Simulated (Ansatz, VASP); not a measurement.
# Pt in VASP and in Ansatz

INCAR

```
SYSTEM = Pt
  PREC = Accurate
  ENCUT = 520
  EDIFF = 1E-6
  ISMEAR = 0
  SIGMA = 0.15
  LREAL = .False.
  LASPH = .True.
  NELM = 100
  ALGO = Normal
  ISIF = 2
  LWAVE = .False.
  LCHARG = .True.
  GGA = PE
  LELF = .True.
  LVHAR = .True.
  NBANDS = 11
```

The input KPOINTS:

```
Automatic mesh
0
Gamma
  20 20 20
  0 0 0
```

File POSCAR:

```
Pt
1.0
    0.0000000000      2.0246640057      2.0246640057
    2.0246640057      0.0000000000      2.0246640057
    2.0246640057      2.0246640057      0.0000000000
Pt
1
Direct
    0.0000000000      0.0000000000      0.0000000000
```

Input for Ansatz:

```yaml
crystal:
  lattice:
    - [0.0, 2.0246640057, 2.0246640057]
    - [2.0246640057, 0.0, 2.0246640057]
    - [2.0246640057, 2.0246640057, 0.0]
  atoms:
    - { symbol: Pt, position: [0.0, 0.0, 0.0] }
basis:
  ecutwfc: 420
kpoints:
  mp_grid: { grid: [20, 20, 20] }
hamiltonian:
  xc: pbe
  pseudopotentials: { kind: paw, azcp: { folder: soft_1 } }
scf:
  occupations: { method: gaussian, width: 0.15 }
output:
  forces: true
  stress: true
  eigenvalues: true
```

Change from the starting cell: equal engineering shear yz, xz and xy +0.0000, equal normal strain along x, y and z +0.0200.

Alike in both runs: task single point; functional PBE; k mesh 20 × 20 × 20; occupations gaussian, width 0.15 eV; no spin polarisation.

```csv
,VASP,Ansatz
version,VASP 6.6.1,Ansatz 0.2.0
potentials or method,"VASP PAW PBE potentials, release 64 (Pt), cutoff 520 eV","scalar-relativistic, plane waves, PAW"
valence electrons in the cell,10,18
```

```csv
,VASP,Ansatz,Ansatz less VASP
gap on the k mesh at the Fermi level (eV),none,none,-
pressure (GPa),-12.8,-12.4,+0.36
```

A gap of «none» marks a metal or a gap that the smearing closes. VASP's potentials hold 10 valence electrons a cell and Ansatz's 18, so a difference there can come from the potentials and not from the codes.

Neither program's run includes spin-orbit coupling.
